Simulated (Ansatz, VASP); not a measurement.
Two plane-wave programs on KTaO3

INCAR

```
SYSTEM = KTaO3
PREC = Accurate
ENCUT = 520
EDIFF = 1E-6
ISMEAR = 0
SIGMA = 0.05
LREAL = .False.
LASPH = .True.
NELM = 60
ALGO = Normal
ISIF = 2
LWAVE = .False.
LCHARG = .False.
GGA = PS
NBANDS = 27
```

File KPOINTS:

```
regular mesh
0
Gamma
  8 8 8
  0 0 0
```

POSCAR

```
KTaO3
1.0
    3.8620700542      0.0000000000      0.0000000000
    0.0000000000      3.8620700542      0.0000000000
    0.0000000000      0.0000000000      4.3571874351
K Ta O
1 1 3
Direct
    0.5000000000      0.5000000000      0.5000000000
    0.0000000000      0.0000000000      0.0000000000
    0.5000000000      0.0000000000      0.0000000000
    0.0000000000      0.5000000000      0.0000000000
    0.0000000000      0.0000000000      0.5000000000
```

Input for Ansatz:

```yaml
crystal:
  lattice:
    - [3.8620700542, 0.0, 0.0]
    - [0.0, 3.8620700542, 0.0]
    - [0.0, 0.0, 4.3571874351]
  atoms:
    - { symbol: K, position: [0.5, 0.5, 0.5] }
    - { symbol: Ta, position: [0.0, 0.0, 0.0] }
    - { symbol: O, position: [0.5, 0.0, 0.0] }
    - { symbol: O, position: [0.0, 0.5, 0.0] }
    - { symbol: O, position: [0.0, 0.0, 0.5] }
basis:
  ecutwfc: 520.0
kpoints:
  mp_grid: { grid: [8, 8, 8] }
hamiltonian:
  xc: pbesol
  pseudopotentials: { kind: paw }
scf:
  occupations: { method: gaussian, width: 0.05 }
output:
  forces: true
  stress: true
  eigenvalues: true
```

Alike in both runs: task single point; functional PBEsol; k mesh 8 × 8 × 8; occupations gaussian, width 0.05 eV; no spin polarisation.

|  | VASP | Ansatz |
| --- | --- | --- |
| version | VASP 6.6.1 | Ansatz 0.2.0 |
| potentials or method | VASP PAW PBE potentials, release 64 (K_sv, Ta_pv, O), cutoff 520 eV | scalar-relativistic, plane waves, PAW |
| valence electrons in the cell | 38 | 40 |

Ansatz gave:

```
gap on the k mesh at the Fermi level (eV)                     : 1.90
least direct gap on the mesh (eV)                             : 2.28
pressure (GPa)                                                : 0.0
traceless stress, the component that is largest in VASP (GPa) : -23.66
```

Question: What did VASP give for the same quantities?

Answer: gap on the k mesh at the Fermi level (eV): 1.86; least direct gap on the mesh (eV): 2.24; pressure (GPa): 0.7; traceless stress, the component that is largest in VASP (GPa): -24.10.

VASP's potentials were made for PBE, not for PBEsol. VASP's potentials hold 38 valence electrons a cell and Ansatz's 40, so a difference there can come from the potentials and not from the codes.

Neither program's run includes spin-orbit coupling.
